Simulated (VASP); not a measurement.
**ZnSe: single point with PBE**

Sheet: ZnSe, a sheet with vacuum.

```
Zn Se
1.0
     4.08786    0.00000    0.00000
    -2.04393    3.54019    0.00000
     0.00000    0.00000   33.71454
Zn Se
2 2
Direct
  0.33333 0.66667 0.20299
  0.33333 0.66667 0.36056
  0.00000 0.00000 0.19667
  0.00000 0.00000 0.36688
```

| Quantity | Value |
| --- | --- |
| Program | VASP 6.6.1 |
| Task | single point |
| Functional | PBE |
| Potentials or basis | VASP PAW PBE potentials, release 64 (Zn, Se) |
| Cutoff | 520 eV |
| k mesh | 6 × 6 × 1 |
| Occupations | gaussian, width 0.1 eV |
| Spin | no spin polarisation |
| Dipole correction | yes |
| Further INCAR settings | ALGO = Normal; EDIFF = 1e-06; NBANDS = 26 |

The largest force is 0.009 eV/Å and the band gap on the k mesh is 1.72 eV, indirect (least direct gap 1.75 eV).

Forces on the atoms (eV/Å):
```
Zn   0.000  0.000  0.006
Zn   0.000  0.000 -0.006
Se   0.000  0.000 -0.009
Se   0.000  0.000  0.009
```

Levels at points of the mesh, in eV from the valence-band top:
```tsv
k point	band 14	band 15	band 16	band 17	band 18	band 19	band 20	band 21	band 22	band 23
(0.00, 0.00, 0.00)	-1.35	-0.04	-0.04	-0.04	-0.04	1.72	1.84	5.05	5.69	5.76
(0.50, 0.00, 0.00)	-4.22	-1.40	-1.39	-0.27	-0.18	3.41	3.54	4.11	4.62	7.41
```

It took 94 s on 1 thread of Intel(R) Xeon(R) 6975P-C (Granite Rapids), with other jobs on the host, peak memory 0.5 GiB.
